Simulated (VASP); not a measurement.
# Sc2GaBiO2 (P4mm) in VASP: notebook

The runs below take Sc2GaBiO2 through single point, with PBE.

All numbers are computed with VASP 6.6.1; they aren't measurements. Logs are shortened: lines on timing, memory, paths and dates and some standing lists are left out, and cuts for length are marked.

### 1 The cell of the first run

The structure is tetragonal, space group P4mm (No. 99). Conventional cell: a = 3.814 Å, b = 3.814 Å, c = 7.181 Å, α = 90.00°, β = 90.00°, γ = 90.00°. Within 2.8 Å of Sc (site symmetry 4mm) lie 4 O at 2.13 Å. Sc (site symmetry 4mm) has 4 O at 2.10 Å within 2.8 Å. Ga (site symmetry 4mm) has 4 Bi at 2.97 Å and 6 Sc at 3.33 to 3.78 Å and 4 O at 3.47 Å and 4 Ga at 3.81 Å within 3.9 Å. Bi (site symmetry 4mm) has 4 Ga at 2.97 Å and 6 Sc at 3.20 to 3.98 Å and 4 O at 3.59 Å and 4 Bi at 3.81 Å within 4.0 Å. O (site symmetry 2mm) has 4 Sc at 2.10 to 2.13 Å and 4 O at 2.70 Å within 2.8 Å.

The cell was generated, and may not be a known phase.

### 2 Single point, PBE

Contents of INCAR:

```
SYSTEM = Sc2GaBiO2
ALGO = Normal
EDIFF = 1E-7
ENCUT = 520
GGA = PE
ISIF = 2
ISMEAR = 0
LASPH = .True.
LCHARG = .False.
LREAL = .False.
LWAVE = .False.
NBANDS = 40
NELM = 100
PREC = Accurate
SIGMA = 0.1
```

Contents of KPOINTS:

```
k-points
0
Gamma
  8 8 4
  0 0 0
```

Contents of POSCAR:

```
Sc2GaBiO2
1.0
    3.8138469092      0.0000000000      0.0000000000
    0.0000000000      3.8138469092      0.0000000000
    0.0000000000      0.0000000000      7.1808367320
Sc Ga Bi O
2 1 1 2
Direct
    0.0000000000      0.0000000000      0.6598968515
    0.5000000000      0.5000000000      0.9145913423
    0.5000000000      0.5000000000      0.3875384749
    0.0000000000      0.0000000000      0.2142626015
    0.5000000000      0.0000000000      0.7910269200
    0.0000000000      0.5000000000      0.7910269200
```

Potentials or basis: VASP PAW PBE potentials, release 64 (Sc_sv, Ga_d, Bi_d, O).

On the command line:

```sh
$ cat potpaw_PBE.64/Sc_sv/POTCAR potpaw_PBE.64/Ga_d/POTCAR potpaw_PBE.64/Bi_d/POTCAR potpaw_PBE.64/O/POTCAR > POTCAR
$ mpirun -np 1 vasp_std > vasp.out
```

OUTCAR:

```text
SYSTEM = Sc2GaBiO2
   EDIFF = 1E-7
   ENCUT = 520
   GGA = PE
   ISIF = 2
   ISMEAR = 0
   LASPH = .True.
   LREAL = .False.
   NELM = 100
   PREC = Accurate

 ion  position               nearest neighbor table
   1  0.000  0.000  0.660-   5 2.13   6 2.13   6 2.13   5 2.13   4 3.20   2 3.26   2 3.26   2 3.26
                             2 3.26
   2  0.500  0.500  0.915-   5 2.10   6 2.10   5 2.10   6 2.10   1 3.26   1 3.26   1 3.26   1 3.26
                             4 3.45   4 3.45   4 3.45   4 3.45
   3  0.500  0.500  0.388-   4 2.97   4 2.97   4 2.97   4 2.97
   4  0.000  0.000  0.214-   3 2.97   3 2.97   3 2.97   3 2.97   1 3.20   2 3.45   2 3.45   2 3.45
                             2 3.45
   5  0.500  0.000  0.791-   2 2.10   2 2.10   1 2.13   1 2.13
   6  0.000  0.500  0.791-   2 2.10   2 2.10   1 2.13   1 2.13

  LATTYP: Found a simple tetragonal cell.
 ALAT       =     3.8138469092
 C/A-ratio  =     1.8828329776

  Lattice vectors:

 A1 = (   3.8138469092,   0.0000000000,   0.0000000000)
 A2 = (   0.0000000000,   3.8138469092,   0.0000000000)
 A3 = (   0.0000000000,   0.0000000000,   7.1808367320)

Analysis of symmetry for initial positions (statically):
=====================================================================
 Subroutine PRICEL returns:
 Original cell was already a primitive cell.

 Routine SETGRP: Setting up the symmetry group for a
 simple tetragonal supercell.

 Subroutine GETGRP returns: Found  8 space group operations
 (whereof  8 operations were pure point group operations)
 out of a pool of 16 trial point group operations.

The static configuration has the point symmetry C_4v.

Analysis of symmetry for dynamics (positions and initial velocities):
=====================================================================
 Subroutine PRICEL returns:
 Original cell was already a primitive cell.

 Routine SETGRP: Setting up the symmetry group for a
 simple tetragonal supercell.

 Subroutine GETGRP returns: Found  8 space group operations
 (whereof  8 operations were pure point group operations)
 out of a pool of 16 trial point group operations.

The dynamic configuration has the point symmetry C_4v.

 Subroutine INISYM returns: Found  8 space group operations
 (whereof  8 operations are pure point group operations),
 and found     1 'primitive' translations

[... 103 lines left out ...]
   LREAL  =      F    real-space projection
   EDIFFG = 0.1E-05   stopping-criterion for IOM
   NSW    =      0    number of steps for IOM
   IBRION =     -1    ionic relax: 0-MD 1-quasi-New 2-CG
   NFREE  =      0    steps in history (QN), initial steepest desc. (CG)
   ISIF   =      2    stress and relaxation
   ISYM   =      2    0-nonsym 1-usesym 2-fastsym
   POTIM  = 0.5000    time-step for ionic-motion
   TEBEG  =    0.0;   TEEND  =   0.0 temperature during run
   PSTRESS=    0.0 pullay stress
   NELECT =      62.0000    total number of electrons
   NUPDOWN=      -1.0000    fix difference up-down
   EMIN   =  10.00;   EMAX   =-10.00  energy-range for DOS
   EFERMI =   0.00;   METHOD = LEGACY
   ISMEAR =     0;   SIGMA  =   0.10  broadening in eV -4-tet -1-fermi 0-gaus
   EFERMI_NEDOS =   21; number of points for ismear=-14 and -15
   IALGO  =     38    algorithm
   IMIX   =      4    mixing-type and parameters
     AMIX     =   0.40;   BMIX     =  1.00
     AMIX_MAG =   1.60;   BMIX_MAG =  1.00
  volume/ion in A,a.u.               =      17.41       117.48
  Fermi-wavevector in a.u.,A,eV,Ry     =   1.375851  2.599982 25.755382  1.892967
  Thomas-Fermi vector in A             =   2.501150
   LORBIT       =      0    0 simple, 1 ext, 2 COOP (PROOUT), +10 PAW based schemes
   GGA     = PE    functional components
   LHFCALC =     F    Hartree Fock is set to
   AEXX    =    0.0000 exact exchange contribution
   IVDW    =     0    specifies the selected vdW correction
   LEPSILON=     F    determine dielectric tensor
   LRPA    =     F    only Hartree local field effects (RPA)
 non-spin polarized calculation
 Gauss-broadening in eV      SIGMA  =   0.10
  energy-cutoff  :      520.00
  volume of cell :      104.45
 maximum number of plane-waves:      2832
   NGX = 15   NGY = 15   NGZ = 27

 number of electron      61.9999997 magnetization

 Free energy of the ion-electron system (eV)
  ---------------------------------------------------
  ext. energy  EPLUGINS =         0.00000000
  ---------------------------------------------------
  free energy    TOTEN  =       -41.43390899 eV

  energy without entropy =      -41.42516416  energy(sigma->0) =      -41.42953658

 E-fermi :   6.3000     XC(G=0): -10.6743

 val. band max:        6.2836989192   @ k =   0.2500   0.0000   0.0000
 cond. band min:       6.3386395982   @ k =   0.3750   0.2500   0.0000
 fundamental gap:      0.0549406789
 Fermi energy:         6.2999696959

 k-point     1 :       0.0000    0.0000    0.0000
  band No.  band energies     occupation
      1     -44.1915      2.00000
      2     -44.1371      2.00000
      3     -22.9773      2.00000
      4     -22.8594      2.00000
      5     -22.8594      2.00000
      6     -22.7489      2.00000
[... 1021 lines left out ...]
     39       9.2502      0.00000
     40       9.5877      0.00000

 [... further k-points ...]

------------------------ aborting loop because EDIFF is reached ----------------------------------------

  FORCE on cell =-STRESS in cart. coord.  units (eV):
  Direction    XX          YY          ZZ          XY          YZ          ZX
  --------------------------------------------------------------------------------------
  -------------------------------------------------------------------------------------
  Total        0.3565471      0.3565471      0.1751817      0.0000000      0.0000000      0.0000000
  in kB        5.4692263      5.4692263      2.6871856      0.0000000      0.0000000      0.0000000
  external PRESSURE =       4.5418794 kB  Pullay stress =       0.0000000 kB

 VOLUME and BASIS-vectors are now :
 -----------------------------------------------------------------------------
  energy-cutoff  :      520.00
  volume of cell :      104.45
      direct lattice vectors                 reciprocal lattice vectors
     3.813846909  0.000000000  0.000000000     0.262202449  0.000000000  0.000000000
     0.000000000  3.813846909  0.000000000     0.000000000  0.262202449  0.000000000
     0.000000000  0.000000000  7.180836732     0.000000000  0.000000000  0.139259537

 POSITION                                       TOTAL-FORCE (eV/Angst)
 -----------------------------------------------------------------------------------
      0.00000      0.00000      4.73861        -0.000000     -0.000000     -0.097752
      1.90692      1.90692      6.56753         0.000000     -0.000000      0.101386
      1.90692      1.90692      2.78285         0.000000     -0.000000      0.006820
      0.00000      0.00000      1.53858         0.000000     -0.000000     -0.008781
      1.90692      0.00000      5.68024         0.000000     -0.000000     -0.000837
      0.00000      1.90692      5.68024         0.000000      0.000000     -0.000837
 -----------------------------------------------------------------------------------
    total drift:                                0.000000      0.000000     -0.000002

  FREE ENERGIE OF THE ION-ELECTRON SYSTEM (eV)
  ---------------------------------------------------
  free  energy   TOTEN  =       -41.4339089894 eV

  energy  without entropy=      -41.4251641617  energy(sigma->0) =      -41.42953658
```

Wall time 2.4 min (1 thread of Intel Xeon Platinum 8488C (Sapphire Rapids), shared host); peak memory 0.32 GiB.

What came out:

```yaml
Free_energy: -41.4339 eV
Pressure: 0.5 GPa
Largest_force: 0.101 eV/Å
Band_gap_on_the_k_mesh: zero (bands 31 and 32 overlap by 1.85 eV)
```

Forces in eV/Å, atoms in the order of the input:
```
Sc   0.000  0.000 -0.098
Sc   0.000  0.000  0.101
Ga   0.000  0.000  0.007
Bi   0.000  0.000 -0.009
O    0.000  0.000 -0.001
O    0.000  0.000 -0.001
```

Stress tensor (GPa, compression positive):
```
0.55 0.00 0.00
0.00 0.55 0.00
0.00 0.00 0.27
```

Levels at points of the mesh, in eV from the Fermi level:
| k point | band 27 | band 28 | band 29 | band 30 | band 31 | band 32 | band 33 | band 34 | band 35 | band 36 |
| --- | --- | --- | --- | --- | --- | --- | --- | --- | --- | --- |
| (0.00, 0.00, 0.00) | -3.89 | -3.89 | -1.04 | -0.61 | -0.61 | 0.14 | 0.92 | 1.92 | 2.32 | 2.41 |
| (0.50, 0.00, 0.00) | -5.03 | -5.02 | -2.54 | -1.76 | 0.97 | 1.01 | 1.45 | 1.55 | 1.76 | 1.92 |
| (0.50, 0.50, 0.00) | -4.41 | -4.22 | -4.13 | -4.13 | -1.25 | 0.09 | 0.25 | 0.25 | 1.17 | 1.27 |
| (0.00, 0.00, 0.50) | -3.91 | -3.91 | -0.70 | -0.54 | -0.54 | 0.92 | 1.14 | 2.21 | 2.32 | 2.46 |
| (0.50, 0.00, 0.50) | -4.90 | -4.81 | -3.03 | -2.33 | 1.20 | 1.56 | 1.66 | 1.90 | 1.91 | 2.02 |
| (0.50, 0.50, 0.50) | -4.41 | -4.22 | -3.60 | -3.60 | -1.35 | -0.34 | -0.08 | -0.08 | 1.93 | 1.93 |

Caveat: spin-orbit coupling is left out, which moves the levels of the heavy elements.

### 3 Single point, PBE (17.93 Å³/atom)

This run uses another cell than the first one, of 17.93 Å³/atom.

Contents of INCAR:

```
ALGO = Normal
EDIFF = 1E-7
ENCUT = 520
GGA = PE
ISIF = 2
ISMEAR = 0
LASPH = True
LCHARG = False
LREAL = False
LWAVE = False
NBANDS = 40
NELM = 80
PREC = Accurate
SIGMA = 0.1
```

Contents of KPOINTS:

```
k-points
0
Gamma
  8 8 4
```

Contents of POSCAR:

```
Sc2GaBiO2
1.0
    3.8438752819      0.0000000000      0.0000000000
    0.0000000000      3.8438752819      0.0000000000
    0.0000000000      0.0000000000      7.2811539410
Sc Ga Bi O
2 1 1 2
Direct
    0.0000000000      0.0000000000      0.6620370414
    0.5000000000      0.5000000000      0.9114743449
    0.5000000000      0.5000000000      0.3874871973
    0.0000000000      0.0000000000      0.2158499579
    0.5000000000      0.0000000000      0.7907472844
    0.0000000000      0.5000000000      0.7907472844
```

Potentials or basis: VASP PAW PBE potentials, release 64 (Sc_sv, Ga_d, Bi_d, O).

On the command line:

```sh
$ cat potpaw_PBE.64/Sc_sv/POTCAR potpaw_PBE.64/Ga_d/POTCAR potpaw_PBE.64/Bi_d/POTCAR potpaw_PBE.64/O/POTCAR > POTCAR
$ mpirun -np 1 vasp_std > vasp.out
```

OUTCAR:

```text
EDIFF = 1E-7
   ENCUT = 520
   GGA = PE
   ISIF = 2
   ISMEAR = 0
   LASPH = True
   LREAL = False
   NELM = 80
   PREC = Accurate

 ion  position               nearest neighbor table
   1  0.000  0.000  0.662-   5 2.14   6 2.14   6 2.14   5 2.14   4 3.25   2 3.27   2 3.27   2 3.27
                             2 3.27
   2  0.500  0.500  0.911-   5 2.11   6 2.11   5 2.11   6 2.11   1 3.27   1 3.27   1 3.27   1 3.27
                             4 3.51   4 3.51   4 3.51   4 3.51
[... 1245 lines left out ...]
  -------------------------------------------------------------------------------------
  Total       -1.0782659     -1.0782659     -1.2360460      0.0000000     -0.0000000      0.0000000
  in kB      -16.0582296    -16.0582296    -18.4079918      0.0000000     -0.0000000      0.0000000
  external PRESSURE =     -16.8414837 kB  Pullay stress =       0.0000000 kB

 VOLUME and BASIS-vectors are now :
 -----------------------------------------------------------------------------
  energy-cutoff  :      520.00
  volume of cell :      107.58
      direct lattice vectors                 reciprocal lattice vectors
     3.843875282  0.000000000  0.000000000     0.260154122  0.000000000  0.000000000
     0.000000000  3.843875282  0.000000000     0.000000000  0.260154122  0.000000000
     0.000000000  0.000000000  7.281153941     0.000000000  0.000000000  0.137340868

 POSITION                                       TOTAL-FORCE (eV/Angst)
 -----------------------------------------------------------------------------------
      0.00000      0.00000      4.82039        -0.000000      0.000000     -0.100410
      1.92194      1.92194      6.63659        -0.000000      0.000000      0.091767
      1.92194      1.92194      2.82135        -0.000000     -0.000000      0.005234
      0.00000      0.00000      1.57164        -0.000000      0.000000     -0.004773
      1.92194      0.00000      5.75755         0.000000      0.000000      0.004091
      0.00000      1.92194      5.75755         0.000000      0.000000      0.004091
 -----------------------------------------------------------------------------------
    total drift:                                0.000000      0.000000      0.001115

  FREE ENERGIE OF THE ION-ELECTRON SYSTEM (eV)
  ---------------------------------------------------
  free  energy   TOTEN  =       -41.4190827233 eV

  energy  without entropy=      -41.4098332741  energy(sigma->0) =      -41.41445800
```

OSZICAR:

```text
N       E                     dE             d eps       ncg     rms          rms(c)
DAV:   1     0.978025373822E+03    0.97803E+03   -0.29400E+04  3608   0.210E+03
DAV:   2     0.122826939108E+03   -0.85520E+03   -0.83460E+03  3680   0.674E+02
DAV:   3    -0.394820678763E+02   -0.16231E+03   -0.15729E+03  5272   0.263E+02
DAV:   4    -0.505591640367E+02   -0.11077E+02   -0.10985E+02  5688   0.716E+01
DAV:   5    -0.508009062999E+02   -0.24174E+00   -0.24108E+00  5784   0.123E+01    0.191E+01
DAV:   6    -0.416441352386E+02    0.91568E+01   -0.46652E+01  5992   0.423E+01    0.761E+00
DAV:   7    -0.415199821290E+02    0.12415E+00   -0.32328E+00  5632   0.110E+01    0.461E+00
DAV:   8    -0.414611053502E+02    0.58877E-01   -0.83679E-01  5552   0.647E+00    0.181E+00
DAV:   9    -0.414239785021E+02    0.37127E-01   -0.68785E-02  5552   0.223E+00    0.659E-01
DAV:  10    -0.414197077217E+02    0.42708E-02   -0.59072E-02  5168   0.129E+00    0.316E-01
DAV:  11    -0.414189329026E+02    0.77482E-03   -0.77969E-03  5808   0.545E-01    0.695E-02
DAV:  12    -0.414190940219E+02   -0.16112E-03   -0.73390E-04  5472   0.195E-01    0.369E-02
DAV:  13    -0.414190929037E+02    0.11183E-05   -0.28842E-04  5600   0.112E-01    0.217E-02
DAV:  14    -0.414190830901E+02    0.98136E-05   -0.75362E-05  5728   0.573E-02    0.856E-03
DAV:  15    -0.414190829402E+02    0.14987E-06   -0.64303E-06  5384   0.220E-02    0.225E-03
DAV:  16    -0.414190827384E+02    0.20182E-06   -0.49343E-07  4592   0.576E-03    0.656E-04
DAV:  17    -0.414190827233E+02    0.15090E-07   -0.56493E-08  2912   0.200E-03
   1 F= -.41419083E+02 E0= -.41414458E+02  d E =-.924945E-02
```

Wall time 3 min (1 thread of Intel Xeon Platinum 8488C (Sapphire Rapids), shared host); peak memory 0.33 GiB.

What came out:

- Free energy: -41.4191 eV
- Pressure: -1.7 GPa
- Largest force: 0.100 eV/Å
- Band gap on the k mesh: zero (bands 31 and 32 overlap by 1.84 eV)

Forces in eV/Å, atoms in the order of the input:
```
Sc   0.000  0.000 -0.100
Sc   0.000  0.000  0.092
Ga   0.000  0.000  0.005
Bi   0.000  0.000 -0.005
O    0.000  0.000  0.004
O    0.000  0.000  0.004
```

Caveat: spin-orbit coupling is left out, which moves the levels of the heavy elements.

### 4 Single point, PBE

This run uses another cell than the first one: it holds 12 atoms, not 6.

Contents of INCAR:

```
  PREC = Accurate
  ENCUT = 520
  EDIFF = 1E-7
  ISMEAR = 0
  SIGMA = 0.2
  LREAL = F
  LASPH = T
  NELM = 100
  ALGO = Normal
  ISIF = 2
  LWAVE = F
  LCHARG = F
  GGA = PE
  NBANDS = 74
```

Contents of KPOINTS:

```
Automatic mesh
0
Gamma
  6 6 2
```

Contents of POSCAR:

```
Sc2GaBiO2
1.0
    3.8138469092      0.0000000000      0.0000000000
    0.0000000000      3.8138469092      0.0000000000
    0.0000000000      0.0000000000     14.3616734640
Sc Ga Bi O
4 2 2 4
Direct
    0.0000000000      0.0000000000      0.3299484258
    1.0000000000      0.0000000000      0.8299484258
    0.5000000000      0.5000000000      0.4572956712
    0.5000000000      0.5000000000      0.9572956712
    0.5000000000      0.5000000000      0.1937692375
    0.5000000000      0.5000000000      0.6937692375
    0.0000000000      1.0000000000      0.1071313007
    0.0000000000      1.0000000000      0.6071313007
    0.5000000000      1.0000000000      0.3955134600
    0.5000000000      1.0000000000      0.8955134600
    1.0000000000      0.5000000000      0.3955134600
    0.0000000000      0.5000000000      0.8955134600
```

On the command line:

```sh
$ cat potpaw_PBE.64/Sc_sv/POTCAR potpaw_PBE.64/Ga_d/POTCAR potpaw_PBE.64/Bi_d/POTCAR potpaw_PBE.64/O/POTCAR > POTCAR
$ mpirun -np 1 vasp_std > vasp.out
```

It took 5.8 min on 1 thread of Intel Xeon Platinum 8488C (Sapphire Rapids), shared host; peak memory 0.43 GiB.

The run converged. Its results:

- Free energy: -82.9031 eV
- Pressure: 0.5 GPa
- Largest force: 0.104 eV/Å
- Band gap on the k mesh: zero (bands 62 and 63 overlap by 1.80 eV)

Forces on the atoms (eV/Å):
```
Sc   0.000  0.000 -0.104
Sc   0.000  0.000 -0.104
Sc   0.000  0.000  0.091
Sc   0.000  0.000  0.091
Ga   0.000  0.000  0.053
Ga   0.000  0.000  0.053
Bi   0.000  0.000 -0.044
Bi   0.000  0.000 -0.044
O    0.000  0.000  0.002
O    0.000  0.000  0.002
O    0.000  0.000  0.002
O    0.000  0.000  0.002
```

Stress tensor (GPa, compression positive):
```
0.30 0.00 0.00
0.00 0.30 0.00
0.00 0.00 0.79
```

Levels at points of the mesh, in eV from the Fermi level:
| k point | band 58 | band 59 | band 60 | band 61 | band 62 | band 63 | band 64 | band 65 | band 66 | band 67 |
| --- | --- | --- | --- | --- | --- | --- | --- | --- | --- | --- |
| (0.00, 0.00, 0.00) | -0.75 | -0.67 | -0.67 | -0.60 | -0.60 | 0.09 | 0.88 | 0.88 | 1.10 | 1.89 |
| (0.50, 0.00, 0.00) | -2.59 | -2.38 | -1.81 | 0.92 | 0.97 | 1.15 | 1.41 | 1.51 | 1.52 | 1.62 |
| (0.50, 0.50, 0.00) | -4.19 | -3.65 | -3.65 | -1.40 | -1.30 | -0.38 | -0.12 | -0.12 | 0.04 | 0.21 |
| (0.00, 0.00, 0.50) | -0.87 | -0.63 | -0.63 | -0.63 | -0.63 | 0.56 | 0.56 | 0.88 | 0.88 | 1.98 |
| (0.50, 0.00, 0.50) | -2.84 | -2.10 | -2.10 | 1.02 | 1.02 | 1.28 | 1.28 | 1.56 | 1.56 | 1.68 |
| (0.50, 0.50, 0.50) | -3.87 | -3.87 | -3.87 | -1.35 | -1.35 | -0.22 | -0.22 | 0.04 | 0.04 | 0.04 |

Caveat: spin-orbit coupling is left out, which moves the levels of the heavy elements.

### 5 Summary

```csv
cell,k mesh,smearing,gap on the mesh (eV),pressure (GPa),largest force (eV/Å)
"a = 3.814, b = 3.814, c = 7.181 Å, 6 atoms, atomic positions A",8 × 8 × 4,gaussian 0.1 eV,none,0.5,0.10
"a = 3.844, b = 3.844, c = 7.281 Å, 6 atoms, atomic positions B",8 × 8 × 4,gaussian 0.1 eV,none,-1.7,0.10
"a = 3.814, b = 3.814, c = 14.362 Å, 12 atoms, atomic positions C",6 × 6 × 2,gaussian 0.2 eV,none,0.5,0.10
```

Alike in all rows: task single point; level PBE; potentials or basis VASP PAW PBE potentials, release 64 (Sc_sv, Ga_d, Bi_d, O); no spin polarisation; cutoff (eV) 520.

Caveats: spin-orbit coupling is left out, which moves the levels of the heavy elements.

Absolute energies hang on the potentials; compare differences alone.

The gap in the log of VASP goes by the Fermi energy; the results here count the filled bands.